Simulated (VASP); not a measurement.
# BaTiO3 (Amm2) in VASP: single point with PBEsol

Aim: the single point of BaTiO3 with PBEsol.

All numbers are computed with VASP 6.6.1; they aren't measurements. Logs are shortened: lines on timing, memory, paths and dates and some standing lists are left out, and cuts for length are marked.

## (1) The cell of the first run

It takes space group Amm2 (No. 38, orthorhombic). Conventional cell: a = 3.950 Å, b = 5.657 Å, c = 5.677 Å, α = 90.00°, β = 90.00°, γ = 90.00°. Ba (site symmetry mm2) has 12 O at 2.75 to 2.93 Å and 8 Ti at 3.40 to 3.52 Å within 3.6 Å. Ti (site symmetry mm2) has 6 O at 1.87 to 2.15 Å within 2.5 Å. O (site symmetry m) has 2 Ti at 1.87 to 2.15 Å within 2.5 Å. Within 2.6 Å of O (site symmetry mm2) lie 2 Ti at 1.98 Å.

## (2) Single point, PBEsol

The input, INCAR:

```
PREC     = Accurate       # precision mode
ENCUT    = 520            # plane-wave cutoff, eV
EDIFF    = 1E-7           # SCF threshold, eV
ISMEAR   = 0              # smearing method
SIGMA    = 0.02           # smearing width, eV
LREAL    = F              # projectors in reciprocal space
LASPH    = T              # aspherical terms in the spheres
NELM     = 80             # most SCF steps
ALGO     = Normal         # electronic algorithm
ISIF     = 2              # what is computed and relaxed
LWAVE    = F              # write WAVECAR
LCHARG   = T              # write CHGCAR
GGA      = PS             # functional
LELF     = T              # ELF
LVHAR    = T            
NBANDS   = 28             # bands
```

The input, KPOINTS:

```
regular mesh
0
Gamma
  6 6 6
```

The input, POSCAR:

```
BaTiO3
1.0
    3.9499158404      0.0000000000      0.0000000000
    0.0000000000      2.8284512550      2.8386567297
    0.0000000000     -2.8284512550      2.8386567297
Ba Ti O
1 1 3
Direct
    0.0000000000      0.0036319263      0.0036319263
    0.5000000000      0.5164790852      0.5164790852
    0.5000000000      0.9814796900      0.4903218796
    0.5000000000      0.4903218796      0.9814796900
    0.0000000000      0.4879874189      0.4879874189
```

Potentials or basis: VASP PAW PBE potentials, release 64 (Ba_sv, Ti_sv, O).

Launch:

```sh
> cat potpaw_PBE.64/Ba_sv/POTCAR potpaw_PBE.64/Ti_sv/POTCAR potpaw_PBE.64/O/POTCAR > POTCAR
> mpirun -np 1 vasp_std > vasp.out
```

OUTCAR:

```text
PREC = Accurate
   ENCUT = 520
   EDIFF = 1E-7
   ISMEAR = 0
   LREAL = F
   LASPH = T
   NELM = 80
   ISIF = 2
   GGA = PS

 ion  position               nearest neighbor table
   1  0.000  0.004  0.004-   5 2.75   4 2.78   3 2.78   3 2.78   4 2.78   5 2.83   5 2.83   4 2.85
                             3 2.85   3 2.85   4 2.85   5 2.93   2 3.40   2 3.40   2 3.45   2 3.45
   2  0.500  0.516  0.516-   3 1.87   4 1.87   5 1.98   5 1.98   3 2.15   4 2.15   1 3.40   1 3.40
                             1 3.45   1 3.45   1 3.45   1 3.45   1 3.52   1 3.52
   3  0.500  0.981  0.490-   2 1.87   2 2.15   1 2.78   1 2.78   1 2.85   1 2.85
   4  0.500  0.490  0.981-   2 1.87   2 2.15   1 2.78   1 2.78   1 2.85   1 2.85
   5  0.000  0.488  0.488-   2 1.98   2 1.98   1 2.75   1 2.83   1 2.83   1 2.93

  LATTYP: Found a base centered orthorhombic cell.
 ALAT       =     5.6569025100
 B/A-ratio  =     1.0036081494
 C/A-ratio  =     0.6982471120

  Lattice vectors:

 A1 = (   0.0000000000,   2.8284512550,  -2.8386567297)
 A2 = (   0.0000000000,   2.8284512550,   2.8386567297)
 A3 = (   3.9499158404,   0.0000000000,   0.0000000000)

Analysis of symmetry for initial positions (statically):
=====================================================================
 Subroutine PRICEL returns:
 Original cell was already a primitive cell.

 Routine SETGRP: Setting up the symmetry group for a
 base centered orthorhombic supercell.

 Subroutine GETGRP returns: Found  4 space group operations
 (whereof  4 operations were pure point group operations)
 out of a pool of  8 trial point group operations.

The static configuration has the point symmetry C_2v.

Analysis of symmetry for dynamics (positions and initial velocities):
=====================================================================
 Subroutine PRICEL returns:
 Original cell was already a primitive cell.

 Routine SETGRP: Setting up the symmetry group for a
 base centered orthorhombic supercell.

 Subroutine GETGRP returns: Found  4 space group operations
 (whereof  4 operations were pure point group operations)
 out of a pool of  8 trial point group operations.

The dynamic configuration has the point symmetry C_2v.

 Subroutine INISYM returns: Found  4 space group operations
 (whereof  4 operations are pure point group operations),
 and found     1 'primitive' translations

----------------------------------------------------------------------------------------

                                     Primitive cell

  volume of cell :      63.4278

  direct lattice vectors                    reciprocal lattice vectors
     3.949915840  0.000000000  0.000000000     0.253169951  0.000000000  0.000000000
     0.000000000  2.828451255  2.838656730     0.000000000  0.176775187  0.176139649
     0.000000000 -2.828451255  2.838656730     0.000000000 -0.176775187  0.176139649

  length of vectors
     3.949915840  4.007256983  4.007256983     0.253169951  0.249548878  0.249548878

  position of ions in fractional coordinates (direct lattice)
     0.000000000  0.003631926  0.003631926
     0.500000000  0.516479085  0.516479085
     0.500000000  0.981479690  0.490321880
     0.500000000  0.490321880  0.981479690
     0.000000000  0.487987419  0.487987419

  ion indices of the primitive-cell ions
   primitive index   ion index
                 1           1
                 2           2
                 3           3
                 4           4
                 5           5

----------------------------------------------------------------------------------------

 KPOINTS: regular mesh

Automatic generation of k-mesh.
 Grid dimensions read from file:
 generate k-points for:    6    6    6

 Generating k-lattice:

  Cartesian coordinates                     Fractional coordinates (reciprocal lattice)
     0.042194992  0.000000000  0.000000000     0.166666667  0.000000000  0.000000000
     0.000000000  0.029462531  0.029356608     0.000000000  0.166666667  0.000000000
     0.000000000 -0.029462531  0.029356608     0.000000000  0.000000000  0.166666667

  Length of vectors
     0.042194992  0.041591480  0.041591480

  Shift w.r.t. Gamma in fractional coordinates (k-lattice)
     0.000000000  0.000000000  0.000000000

 Subroutine IBZKPT returns following result:
 ===========================================

 Found     52 irreducible k-points:

 Following reciprocal coordinates:
            Coordinates               Weight
  0.000000  0.000000  0.000000      1.000000
  0.166667  0.000000  0.000000      2.000000
  0.333333  0.000000  0.000000      2.000000
  0.500000  0.000000  0.000000      1.000000
  0.000000  0.166667  0.000000      4.000000
  0.166667  0.166667  0.000000      8.000000
[... 16 lines left out ...]
  0.333333  0.333333  0.166667      8.000000
  0.500000  0.333333  0.166667      4.000000
 [... further k-points ...]
   k-points           NKPTS =     52   k-points in BZ     NKDIM =     52   number of bands    NBANDS=     28
   number of dos      NEDOS =    301   number of ions     NIONS =      5
   total plane-waves  NPLWV =  27000
   dimension x,y,z NGX =    30 NGY =   30 NGZ =   30
   dimension x,y,z NGXF=    60 NGYF=   60 NGZF=   60
   ions per type =               1   1   3
   NGX,Y,Z   is equivalent  to a cutoff of  12.63, 12.45, 12.45 a.u.
   NGXF,Y,Z  is equivalent  to a cutoff of  25.25, 24.89, 24.89 a.u.
 SYSTEM =  unknown system
   PREC   = accura    normal or accurate (medium, high low for compatibility)
   ISTART =      0    job   : 0-new  1-cont  2-samecut
   ICHARG =      2    charge: 1-file 2-atom 10-const
   ISPIN  =      1    spin polarized calculation?
   LNONCOLLINEAR =      F non collinear calculations
   LSORBIT =      F    spin-orbit coupling
   LASPH  =      T    aspherical Exc in radial PAW
   ENCUT  =  520.0 eV  38.22 Ry    6.18 a.u.   7.34  7.45  7.45*2*pi/ulx,y,z
   NELM   =     80;   NELMIN=  2; NELMDL= -5     # of ELM steps
   EDIFF  = 0.1E-06   stopping-criterion for ELM
   LREAL  =      F    real-space projection
   EDIFFG = 0.1E-05   stopping-criterion for IOM
   NSW    =      0    number of steps for IOM
   IBRION =     -1    ionic relax: 0-MD 1-quasi-New 2-CG
   NFREE  =      0    steps in history (QN), initial steepest desc. (CG)
   ISIF   =      2    stress and relaxation
   ISYM   =      2    0-nonsym 1-usesym 2-fastsym
   POTIM  = 0.5000    time-step for ionic-motion
   TEBEG  =    0.0;   TEEND  =   0.0 temperature during run
   PSTRESS=    0.0 pullay stress
   NELECT =      40.0000    total number of electrons
   NUPDOWN=      -1.0000    fix difference up-down
   EMIN   =  10.00;   EMAX   =-10.00  energy-range for DOS
   EFERMI =   0.00;   METHOD = LEGACY
   ISMEAR =     0;   SIGMA  =   0.02  broadening in eV -4-tet -1-fermi 0-gaus
   EFERMI_NEDOS =   21; number of points for ismear=-14 and -15
   IALGO  =     38    algorithm
   IMIX   =      4    mixing-type and parameters
     AMIX     =   0.40;   BMIX     =  1.00
     AMIX_MAG =   1.60;   BMIX_MAG =  1.00
  volume/ion in A,a.u.               =      12.69        85.61
  Fermi-wavevector in a.u.,A,eV,Ry     =   1.403896  2.652979 26.816059  1.970925
  Thomas-Fermi vector in A             =   2.526512
   LORBIT       =      0    0 simple, 1 ext, 2 COOP (PROOUT), +10 PAW based schemes
   GGA     = PS    functional components
   LHFCALC =     F    Hartree Fock is set to
   AEXX    =    0.0000 exact exchange contribution
   IVDW    =     0    specifies the selected vdW correction
   LEPSILON=     F    determine dielectric tensor
   LRPA    =     F    only Hartree local field effects (RPA)
 non-spin polarized calculation
 Gauss-broadening in eV      SIGMA  =   0.02
  energy-cutoff  :      520.00
  volume of cell :       63.43
 maximum number of plane-waves:      1743
 NGX is ok and might be reduce to    30
   NGX = 15   NGY = 15   NGZ = 15

 number of electron      39.9999995 magnetization

 Free energy of the ion-electron system (eV)
  ---------------------------------------------------
  ext. energy  EPLUGINS =         0.00000000
  ---------------------------------------------------
  free energy    TOTEN  =       -42.00169247 eV

  energy without entropy =      -42.00169247  energy(sigma->0) =      -42.00169247

 E-fermi :   3.9724     XC(G=0): -11.5617

 val. band max:        3.7706811351   @ k =   0.5000   0.5000   0.5000
 cond. band min:       5.8580714660   @ k =   0.0000   0.0000   0.0000
 fundamental gap:      2.0873903309
 Fermi energy:         3.9723892256

 k-point     1 :       0.0000    0.0000    0.0000
  band No.  band energies     occupation
      1     -52.3296      2.00000
      2     -28.7124      2.00000
      3     -28.7069      2.00000
      4     -28.6643      2.00000
      5     -20.9922      2.00000
      6     -13.0607      2.00000
[... 20 lines left out ...]
     27       8.7746      0.00000
     28      11.0255      0.00000

 k-point     2 :       0.1667    0.0000    0.0000
  band No.  band energies     occupation
      1     -52.3293      2.00000
      2     -28.7118      2.00000
      3     -28.7063      2.00000
      4     -28.6805      2.00000
      5     -20.9581      2.00000
      6     -13.0880      2.00000
[... 20 lines left out ...]
     27       9.3046      0.00000
     28      11.7011      0.00000

 k-point     3 :       0.3333    0.0000    0.0000
  band No.  band energies     occupation
      1     -52.3286      2.00000
      2     -28.7127      2.00000
      3     -28.7105      2.00000
      4     -28.7048      2.00000
      5     -20.8884      2.00000
      6     -13.2335      2.00000
[... 20 lines left out ...]
     27      10.5164      0.00000
     28      12.0379      0.00000

 k-point     4 :       0.5000    0.0000    0.0000
  band No.  band energies     occupation
      1     -52.3283      2.00000
      2     -28.7285      2.00000
      3     -28.7099      2.00000
      4     -28.7042      2.00000
      5     -20.8526      2.00000
      6     -13.3287      2.00000
[... 578 lines left out ...]
     27      11.2268      0.00000
     28      12.2500      0.00000

 k-point    23 :       0.3333    0.3333    0.1667
  band No.  band energies     occupation
      1     -52.3276      2.00000
      2     -28.7474      2.00000
      3     -28.7192      2.00000
      4     -28.7092      2.00000
      5     -20.8028      2.00000
      6     -12.8351      2.00000
[... 20 lines left out ...]
     27      11.9905      0.00000
     28      12.1456      0.00000

 k-point    24 :       0.5000    0.3333    0.1667
  band No.  band energies     occupation
      1     -52.3273      2.00000
      2     -28.7465      2.00000
      3     -28.7248      2.00000
      4     -28.7184      2.00000
      5     -20.7778      2.00000
      6     -12.7832      2.00000
[... 20 lines left out ...]
     27      11.9582      0.00000
     28      12.3770      0.00000

 [... further k-points ...]

------------------------ aborting loop because EDIFF is reached ----------------------------------------

  FORCE on cell =-STRESS in cart. coord.  units (eV):
  Direction    XX          YY          ZZ          XY          YZ          ZX
  --------------------------------------------------------------------------------------
  -------------------------------------------------------------------------------------
  Total        0.7487617      0.7727053      0.7634837      0.0000000      0.0000000      0.0000000
  in kB       18.9136268     19.5184372     19.2855004      0.0000000      0.0000000      0.0000000
  external PRESSURE =      19.2391881 kB  Pullay stress =       0.0000000 kB

 VOLUME and BASIS-vectors are now :
 -----------------------------------------------------------------------------
  energy-cutoff  :      520.00
  volume of cell :       63.43
      direct lattice vectors                 reciprocal lattice vectors
     3.949915840  0.000000000  0.000000000     0.253169951  0.000000000  0.000000000
     0.000000000  2.828451255  2.838656730     0.000000000  0.176775187  0.176139649
     0.000000000 -2.828451255  2.838656730     0.000000000 -0.176775187  0.176139649

 POSITION                                       TOTAL-FORCE (eV/Angst)
 -----------------------------------------------------------------------------------
      0.00000      0.00000      0.02062         0.000000      0.000000     -0.035670
      1.97496      0.00000      2.93221         0.000000      0.000000     -0.056739
      1.97496      1.38922      4.17794         0.000000      0.016846      0.035454
      1.97496     -1.38922      4.17794         0.000000     -0.016846      0.035454
      0.00000      0.00000      2.77046         0.000000      0.000000      0.021501
 -----------------------------------------------------------------------------------
    total drift:                                0.000000      0.000001      0.000361

  FREE ENERGIE OF THE ION-ELECTRON SYSTEM (eV)
  ---------------------------------------------------
  free  energy   TOTEN  =       -42.0016924696 eV

  energy  without entropy=      -42.0016924696  energy(sigma->0) =      -42.00169247
```

It took 84 s on 1 thread of AMD EPYC 7R13 (Zen 3), shared host; peak memory 0.2 GiB.

Results:

```
Free energy            : -42.0017 eV
Pressure               : 1.9 GPa
Largest force          : 0.057 eV/Å
Band gap on the k mesh : 2.09 eV (least direct gap 2.44 eV)
```

Forces on the atoms (eV/Å):
```
Ba   0.000  0.000 -0.036
Ti   0.000  0.000 -0.057
O    0.000  0.017  0.035
O    0.000 -0.017  0.035
O    0.000  0.000  0.022
```

Caveat: the PAW data sets were made with another functional, which shifts forces and pressure a little; spin-orbit coupling is left out, which moves the levels of the heavy elements. A k mesh can miss the band edges.
